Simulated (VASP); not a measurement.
# Si (C2/c) in VASP: electric field gradients with r2SCAN

Aim: the electric field gradients of Si with r2SCAN.

Program: VASP 6.6.1. These are calculated values, not measurements. Logs are shortened: lines on timing, memory, paths and dates and some standing lists are left out, and cuts for length are marked.

**1. The cell of the first run**

Symmetry: C2/c, No. 15, monoclinic system. Conventional cell: a = 2.659 Å, b = 6.758 Å, c = 3.558 Å, α = 90.00°, β = 110.71°, γ = 90.00°. Within 3.2 Å of Si (site symmetry 2) lie 10 Si at 2.45 to 3.12 Å.

**2. Electric field gradients, r2SCAN (equal xy, yz and zx shear strains of -1.5 %)**

Contents of POSCAR:

```
Si
1.0
   -2.3991270872      2.3791881064      1.3292653899
    2.3791881064     -2.3991270872      1.3292653899
    2.3635565026      2.3635565026     -1.3648359745
Si
2
Direct
    0.2500000000      0.7500000000      0.5000000000
    0.5000000000      0.5000000000      0.0000000000
```

Contents of INCAR.step1:

```
ALGO = Normal
EDIFF = 1E-4
ENCUT = 520
GGA = PE
ISMEAR = -1
LASPH = True
LCHARG = False
LREAL = False
LWAVE = True
NBANDS = 11
NELM = 80
PREC = Accurate
SIGMA = 0.08
```

Contents of INCAR.step2:

```
ALGO = Normal
EDIFF = 1E-8
ENCUT = 520
ISIF = 2
ISMEAR = -1
ISTART = 1
LASPH = True
LCHARG = False
LEFG = True
LMIXTAU = True
LREAL = False
LWAVE = False
METAGGA = R2SCAN
NBANDS = 11
NELM = 80
PREC = Accurate
SIGMA = 0.08
```

Contents of KPOINTS:

```
k-points
0
Gamma
  16 16 16
```

Potentials or basis: VASP PAW PBE potentials, release 64 (Si).

Command:

```bash
cat potpaw_PBE.64/Si/POTCAR > POTCAR
cp INCAR.step1 INCAR
mpirun -np 1 vasp_std > vasp.out
cp INCAR.step2 INCAR
mpirun -np 1 vasp_std > vasp.out
```

OUTCAR:

```text
EDIFF = 1E-8
   ENCUT = 520
   ISIF = 2
   ISMEAR = -1
   ISTART = 1
   LASPH = True
   LREAL = False
   METAGGA = R2SCAN
   NELM = 80
   PREC = Accurate

 ion  position               nearest neighbor table
   1  0.250  0.750  0.500-   2 2.45   2 2.45   2 2.47   2 2.47   2 3.08   2 3.08   2 3.12   2 3.12

   2  0.500  0.500  0.000-   1 2.45   1 2.45   1 2.47   1 2.47   1 3.08   1 3.08   1 3.12   1 3.12

  Warning from LATTYP: Got some problem with cell dimensions!
  Tried to take original basis but could not verify dimensions!
  LATTYP: Found a base centered monoclinic cell.
 ALAT       =     2.6586803179
 B/A-ratio  =     2.5416963847
 C/A-ratio  =     1.3382245398
 COS(beta)  =    -0.3537102724

  Lattice vectors:

 A1 = (   2.3991270872,  -2.3791881064,  -1.3292653899)
 A2 = (  -2.3791881064,   2.3991270872,  -1.3292653899)
 A3 = (   2.3436175218,   2.3436175218,   1.2936948053)

Analysis of symmetry for initial positions (statically):
=====================================================================
 Subroutine PRICEL returns:
 Original cell was already a primitive cell.

 Routine SETGRP: Setting up the symmetry group for a
 base centered monoclinic supercell.

 Subroutine GETGRP returns: Found  4 space group operations
 (whereof  2 operations were pure point group operations)
 out of a pool of  4 trial point group operations.

The static configuration has the point symmetry C_2 .
 The point group associated with its full space group is C_2h.

Analysis of symmetry for dynamics (positions and initial velocities):
=====================================================================
 Subroutine PRICEL returns:
 Original cell was already a primitive cell.

 Routine SETGRP: Setting up the symmetry group for a
 base centered monoclinic supercell.

 Subroutine GETGRP returns: Found  4 space group operations
 (whereof  2 operations were pure point group operations)
 out of a pool of  4 trial point group operations.

The dynamic configuration has the point symmetry C_2 .
 The point group associated with its full space group is C_2h.

 Subroutine INISYM returns: Found  4 space group operations
 (whereof  2 operations are pure point group operations),
 and found     1 'primitive' translations

----------------------------------------------------------------------------------------

                                     Primitive cell

  volume of cell :      29.8949

  direct lattice vectors                    reciprocal lattice vectors
    -2.399127087  2.379188106  1.329265390     0.004436241  0.213715026  0.377783745
     2.379188106 -2.399127087  1.329265390     0.213715026  0.004436241  0.377783745
     2.363556503  2.363556503 -1.364835975     0.212465772  0.212465772  0.003186987

  length of vectors
     3.630880513  3.630880513  3.610481397     0.434067219  0.434067219  0.300488877

  position of ions in fractional coordinates (direct lattice)
     0.250000000  0.750000000  0.500000000
     0.500000000  0.500000000  1.000000000

  ion indices of the primitive-cell ions
   primitive index   ion index
                 1           1
                 2           2

----------------------------------------------------------------------------------------

 KPOINTS: k-points

Automatic generation of k-mesh.
 Grid dimensions read from file:
 generate k-points for:   16   16   16

 Generating k-lattice:

  Cartesian coordinates                     Fractional coordinates (reciprocal lattice)
     0.000277265  0.013357189  0.023611484     0.062500000  0.000000000  0.000000000
     0.013357189  0.000277265  0.023611484     0.000000000  0.062500000  0.000000000
     0.013279111  0.013279111  0.000199187    -0.000000000 -0.000000000  0.062500000

  Length of vectors
     0.027129201  0.027129201  0.018780555

  Shift w.r.t. Gamma in fractional coordinates (k-lattice)
     0.000000000  0.000000000  0.000000000

 Subroutine IBZKPT returns following result:
[... 40 lines left out ...]
   PREC   = accura    normal or accurate (medium, high low for compatibility)
   ISTART =      1    job   : 0-new  1-cont  2-samecut
   ICHARG =      0    charge: 1-file 2-atom 10-const
   ISPIN  =      1    spin polarized calculation?
   LNONCOLLINEAR =      F non collinear calculations
   LSORBIT =      F    spin-orbit coupling
   LASPH  =      T    aspherical Exc in radial PAW
   ENCUT  =  520.0 eV  38.22 Ry    6.18 a.u.   6.75  6.75  6.71*2*pi/ulx,y,z
   NELM   =     80;   NELMIN=  2; NELMDL=  0     # of ELM steps
   EDIFF  = 0.1E-07   stopping-criterion for ELM
   LREAL  =      F    real-space projection
   EDIFFG = 0.1E-06   stopping-criterion for IOM
   NSW    =      0    number of steps for IOM
   IBRION =     -1    ionic relax: 0-MD 1-quasi-New 2-CG
   NFREE  =      0    steps in history (QN), initial steepest desc. (CG)
   ISIF   =      2    stress and relaxation
   ISYM   =      2    0-nonsym 1-usesym 2-fastsym
   POTIM  = 0.5000    time-step for ionic-motion
   TEBEG  =    0.0;   TEEND  =   0.0 temperature during run
   PSTRESS=    0.0 pullay stress
   NELECT =       8.0000    total number of electrons
   NUPDOWN=      -1.0000    fix difference up-down
   EMIN   =  10.00;   EMAX   =-10.00  energy-range for DOS
   EFERMI =   0.00;   METHOD = LEGACY
   ISMEAR =    -1;   SIGMA  =   0.08  broadening in eV -4-tet -1-fermi 0-gaus
   EFERMI_NEDOS =   21; number of points for ismear=-14 and -15
   IALGO  =     38    algorithm
   IMIX   =      4    mixing-type and parameters
     AMIX     =   0.40;   BMIX     =  1.00
     AMIX_MAG =   1.60;   BMIX_MAG =  1.00
  volume/ion in A,a.u.               =      14.95       100.87
  Fermi-wavevector in a.u.,A,eV,Ry     =   1.054967  1.993599 15.142685  1.112956
  Thomas-Fermi vector in A             =   2.190148
   LORBIT       =      0    0 simple, 1 ext, 2 COOP (PROOUT), +10 PAW based schemes
   METAGGA = R2SCAN    functional components
   LHFCALC =     F    Hartree Fock is set to
   AEXX    =    0.0000 exact exchange contribution
   IVDW    =     0    specifies the selected vdW correction
   LEPSILON=     F    determine dielectric tensor
   LRPA    =     F    only Hartree local field effects (RPA)
 non-spin polarized calculation
  energy-cutoff  :      520.00
  volume of cell :       29.89
 maximum number of plane-waves:       818
   NGX = 13   NGY = 13   NGZ = 13

 number of electron       8.0000000 magnetization

 Free energy of the ion-electron system (eV)
  ---------------------------------------------------
  ext. energy  EPLUGINS =         0.00000000
  ---------------------------------------------------
  free energy    TOTEN  =       -16.67552085 eV

  energy without entropy =      -16.66088054  energy(sigma->0) =      -16.66820070

 E-fermi :   9.4158     XC(G=0): -11.5798

 val. band max:        9.4148811504   @ k =   0.3750  -0.0000   0.3125
 cond. band min:       9.4187123942   @ k =   0.5000   0.4375   0.0625
 fundamental gap:      0.0038312438
 Fermi energy:         9.4158210889

 k-point     1 :       0.0000    0.0000    0.0000
  band No.  band energies     occupation
      1      -5.2625      2.00000
      2       6.5634      2.00000
      3       6.9136      2.00000
      4       7.7224      2.00000
      5      11.2825      0.00000
      6      17.3260      0.00000
      7      19.0024      0.00000
      8      19.1546      0.00000
      9      19.2231      0.00000
     10      20.2206      0.00000
     11      20.8743      0.00000
[... 309 lines left out ...]
 k-point    24 :      -0.0625    0.0625    0.0000
  band No.  band energies     occupation
      1      -5.2105      2.00000
      2       5.7356      2.00000
      3       6.9606      2.00000
      4       8.3844      1.99999
      5      11.5787      0.00000
      6      16.7291      0.00000
      7      18.8136      0.00000
      8      19.0875      0.00000
      9      19.4678      0.00000
     10      20.2503      0.00000
     11      20.9568      0.00000

 [... further k-points ...]

------------------------ aborting loop because EDIFF is reached ----------------------------------------

  FORCE on cell =-STRESS in cart. coord.  units (eV):
  Direction    XX          YY          ZZ          XY          YZ          ZX
  --------------------------------------------------------------------------------------
  -------------------------------------------------------------------------------------
  Total        0.5044047      0.5044047      0.3596687      0.3091806      0.2061338      0.2061338
  in kB       27.0328748     27.0328748     19.2759446     16.5701087     11.0474585     11.0474570
  external PRESSURE =      24.4472314 kB  Pullay stress =       0.0000000 kB

 VOLUME and BASIS-vectors are now :
 -----------------------------------------------------------------------------
  energy-cutoff  :      520.00
  volume of cell :       29.89
      direct lattice vectors                 reciprocal lattice vectors
    -2.399127087  2.379188106  1.329265390     0.004436241  0.213715026  0.377783745
     2.379188106 -2.399127087  1.329265390     0.213715026  0.004436241  0.377783745
     2.363556503  2.363556503 -1.364835975     0.212465772  0.212465772  0.003186987

 POSITION                                       TOTAL-FORCE (eV/Angst)
 -----------------------------------------------------------------------------------
      2.36639     -0.02277      0.64685        -0.031274      0.031274      0.000000
     -0.00997     -0.00997      1.32927         0.031274     -0.031274     -0.000000
 -----------------------------------------------------------------------------------
    total drift:                                0.000000      0.000000      0.000000

  FREE ENERGIE OF THE ION-ELECTRON SYSTEM (eV)
  ---------------------------------------------------
  free  energy   TOTEN  =       -16.6755208478 eV

  energy  without entropy=      -16.6608805437  energy(sigma->0) =      -16.66820070

 Electric field gradients (V/A^2)
---------------------------------------------------------------------
 ion       V_xx      V_yy      V_zz      V_xy      V_xz      V_yz
---------------------------------------------------------------------
   1     -10.297   -10.297    20.594    -0.028    -0.740    -0.740
   2     -10.297   -10.297    20.594    -0.028    -0.740    -0.740
---------------------------------------------------------------------

 Electric field gradients after diagonalization (V/A^2)
 (convention: |V_zz| > |V_xx| > |V_yy|)
----------------------------------------------------------------------
 ion       V_xx      V_yy      V_zz     asymmetry (V_yy - V_xx)/ V_zz
----------------------------------------------------------------------
   1     -10.360   -10.269    20.630       0.004
   2     -10.360   -10.269    20.630       0.004
----------------------------------------------------------------------

           NMR quadrupolar parameters

 Cq : quadrupolar parameter    Cq=e*Q*V_zz/h
 eta: asymmetry parameters     (V_yy - V_xx)/ V_zz
 Q  : nuclear electric quadrupole moment in mb (millibarn)
----------------------------------------------------------------------
 ion       Cq(MHz)       eta       Q (mb)
----------------------------------------------------------------------
   1       0.050       0.004       1.000
   2       0.050       0.004       1.000
----------------------------------------------------------------------
```

It took 19 min on 1 thread of Intel Xeon 8259CL, shared host; peak memory 0.39 GiB.

What came out:

| Property | Result |
| --- | --- |
| Free energy | -16.6755 eV |
| Pressure | 2.4 GPa |
| Largest force | 0.044 eV/Å |
| Band gap on the k mesh | zero (bands 4 and 5 overlap by 6.82 eV) |
| Largest electric field gradient by atom | Si +20.6 V/Å² |

Forces in eV/Å, atoms in the order of the input:
```
Si  -0.031  0.031  0.000
Si   0.031 -0.031  0.000
```

Electric field gradients, principal values (V/Å²):
```tsv
atom	least	middle	greatest (by size)
1 Si	-10.269	-10.360	20.630
2 Si	-10.269	-10.360	20.630
```

Caveat: the cell differs from its parent crystal (equal xy, yz and zx shear strains of -1.5 %); without QUAD_EFG the Cq values of the log hold for a quadrupole moment of 1 mb, not for the nuclei; the PAW data sets were made with another functional, which shifts forces and pressure a little.
